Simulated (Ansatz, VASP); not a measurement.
# KF in VASP and in Ansatz

```
K F
1.0
     0.00000    2.71054    2.71054
     2.66310    0.00000    2.71054
     2.66310    2.71054    0.00000
K F
1 1
Direct
  0.00000 0.00000 0.00000
  0.50000 0.50000 0.50000
```

Change from the starting cell: normal strain along x -0.0175, normal strain along z +0.0000.

Alike in both runs: task single point; functional PBE; k mesh 8 × 8 × 8; occupations gaussian, width 0.05 eV; no spin polarisation.

|  | VASP | Ansatz |
| --- | --- | --- |
| version | VASP 6.6.1 | Ansatz 0.2.0 |
| potentials or method | VASP PAW PBE potentials, release 64 (K_sv, F), cutoff 520 eV | scalar-relativistic, plane waves, PAW |
| valence electrons in the cell | 16 | 16 |

|  | VASP | Ansatz | Ansatz less VASP |
| --- | --- | --- | --- |
| gap on the k mesh at the Fermi level (eV) | 6.02 | 6.03 | +0.015 |
| least direct gap on the mesh (eV) | 6.02 | 6.03 | +0.015 |
| pressure (GPa) | 0.6 | 0.6 | -0.02 |
| traceless stress, the component that is largest in VASP (GPa) | 0.63 | 0.60 | -0.024 |
